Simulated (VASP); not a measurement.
Write the native input for VASP 6.6.1 that does the following.

| Quantity | Value |
| --- | --- |
| Task | relaxation of cell and atoms |
| Functional | PBEsol |
| Potentials or basis | VASP PAW PBE potentials, release 64 (Pb_d) |
| Cutoff | 500 eV |
| k mesh | 15 × 15 × 15 |
| Occupations | gaussian, width 0.1 eV |
| Spin | no spin polarisation |
| Target pressure | 10 GPa |
| Dipole correction | no |
| Further INCAR settings | ALGO = Normal; EDIFF = 1e-07; IBRION = 2; EDIFFG = -0.02; NSW = 50; ISIF = 3 |

The structure of Pb lies in POSCAR:

```
Pb
1.0
   -1.9796600000      1.9796600000      1.9796600000
    1.9796600000     -1.9796600000      1.9796600000
    1.9796600000      1.9796600000     -1.9796600000
Pb
1
Direct
    0.0000000000      0.0000000000      0.0000000000
```

These files were run (other wordings do the same):

INCAR

```
  PREC = Accurate
  ENCUT = 500
  EDIFF = 1E-7
  ISMEAR = 0
  SIGMA = 0.1
  LREAL = F
  LASPH = T
  NELM = 120
  ALGO = Normal
  ISIF = 3
  LWAVE = F
  LCHARG = F
  GGA = PS
  IBRION = 2
  NSW = 50
  EDIFFG = -0.02
  PSTRESS = 100.0
  GGA_COMPAT = F
  NELMIN = 4
```

KPOINTS

```
regular mesh
0
Gamma
  15 15 15
```

Potentials or basis: VASP PAW PBE potentials, release 64 (Pb_d).

Run with:

```sh
$ cat potpaw_PBE.64/Pb_d/POTCAR > POTCAR
$ mpirun -np 1 vasp_std > vasp.out
```

It gave:

```
Relaxed volume                                         : 25.77 Å³/atom
Relaxed cell                                           : a = 3.223 Å, b = 3.223 Å, c = 3.223 Å, α = 109.47°, β = 109.47°, γ = 109.47°
Space group after relaxing (to 0.05 Å)                 : Im-3m (No. 229)
Energy change on relaxing (the enthalpy is what falls) : +104.8 meV/atom
Ionic steps                                            : 4
Pressure after relaxing                                : 9.9 GPa
Band gap on the k mesh                                 : zero (band 7 reaches 18.29 eV, above the bottom of band 8 at 6.54 eV)
```

Caveat: the cell is relaxed towards a set pressure, so the enthalpy falls and the energy may rise; the volume moved by over 15 % at a fixed basis, so the end points are rough; the PAW data sets were made with another functional, which shifts forces and pressure a little; spin-orbit coupling is left out, which moves the levels of the heavy elements.

Wall time 2.4 min on 1 thread of Intel Xeon 6975P-C (shared host), peak memory 0.19 GiB.
